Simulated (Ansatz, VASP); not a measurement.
**BiTe: VASP beside Ansatz**

INCAR

```
ALGO = Normal ; EDIFF = 1E-7
ENCUT = 520 ; GGA = PE
ISIF = 2 ; ISMEAR = 0
LASPH = True ; LCHARG = True
LELF = True ; LREAL = False
LVHAR = True ; LWAVE = False
NBANDS = 18 ; NELM = 100
PREC = Accurate ; SIGMA = 0.15
```

Contents of KPOINTS:

```
k-points
0
Gamma
  14 14 14
```

The input POSCAR:

```
BiTe
1.0
    0.0000000000      3.2350000000      3.2350000000
    3.2350000000      0.0000000000      3.2350000000
    3.2350000000      3.2350000000      0.0000000000
Bi Te
1 1
Direct
   -0.0270479134     -0.0270479134      0.0270479134
    0.5000000000      0.5000000000      0.5000000000
```

Input for Ansatz:

```yaml
crystal:
  lattice:
    - [0.0, 3.235, 3.235]
    - [3.235, 0.0, 3.235]
    - [3.235, 3.235, 0.0]
  atoms:
    - { symbol: Bi, position: [-0.0270479134, -0.0270479134, 0.0270479134] }
    - { symbol: Te, position: [0.5, 0.5, 0.5] }
basis:
  ecutwfc: 420
kpoints:
  mp_grid: { grid: [14, 14, 14] }
hamiltonian:
  xc: pbe
scf:
  occupations: { method: gaussian, width: 0.15 }
output:
  forces: true
  stress: true
  eigenvalues: true
```

Change from the starting cell: all Bi atoms moved +0.175 Å, as atom 1 towards its neighbour atom 2 (Te) at 3.235 Å.

Alike in both runs: task single point; functional PBE; k mesh 14 × 14 × 14; occupations gaussian, width 0.15 eV; no spin polarisation.

|  | VASP | Ansatz |
| --- | --- | --- |
| version | VASP 6.6.1 | Ansatz 0.2.0 |
| potentials or method | VASP PAW PBE potentials, release 64 (Bi_d, Te), cutoff 520 eV | scalar-relativistic, plane waves, PAW |
| valence electrons in the cell | 21 | 31 |

|  | VASP | Ansatz | Ansatz less VASP |
| --- | --- | --- | --- |
| gap on the k mesh at the Fermi level (eV) | none | none | - |
| pressure (GPa) | 1.2 | 1.3 | +0.05 |
| traceless stress, the component that is largest in VASP (GPa) | 0.51 | 0.51 | -0.006 |
| rms of the force components (eV/Å) | 0.269 | 0.267 | -0.0014 |

Atom by atom the forces differ by 0.001 eV/Å (rms over components). A gap of «none» marks a metal or a gap that the smearing closes. With one functional, cell and mesh, what is left measures potentials, basis and numerics. VASP's potentials hold 21 valence electrons a cell and Ansatz's 31, so a difference there can come from the potentials and not from the codes.

Spin-orbit coupling is off throughout.
